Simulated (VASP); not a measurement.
A run of VASP 6.6.1:

Contents of INCAR:

```
  PREC = Accurate
  ENCUT = 520
  EDIFF = 1E-6
  ISMEAR = -1
  SIGMA = 0.05
  LREAL = F
  LASPH = T
  NELM = 80
  ALGO = Normal
  ISIF = 2
  LWAVE = F
  LCHARG = F
  GGA = RE
  IVDW = 12
  NBANDS = 11
```

Contents of KPOINTS:

```
regular mesh
0
Gamma
  10 10 10
```

File POSCAR:

```
BAs
1.0
    0.0000000000      2.3710881737      2.3710881737
    2.3710881737      0.0000000000      2.3710881737
    2.3710881737      2.3710881737      0.0000000000
As B
1 1
Direct
    0.7500000000      0.7500000000      0.7500000000
    0.0000000000      0.0000000000      0.0000000000
```

Potentials or basis: VASP PAW PBE potentials, release 64 (As, B).

The run is started by

```bash
$ cat potpaw_PBE.64/As/POTCAR potpaw_PBE.64/B/POTCAR > POTCAR
$ mpirun -np 1 vasp_std > vasp.out
```

Hardware: 1 thread of Intel(R) Xeon(R) Platinum 8559C (Emerald Rapids) (shared host).

**Question.** Estimate the wall time of this run.

**Answer.** Run time: 9.9 s on 1 thread of Intel(R) Xeon(R) Platinum 8559C (Emerald Rapids), on a shared host, peak memory 0.16 GiB. Counts: scf iterations 12, k points 47.
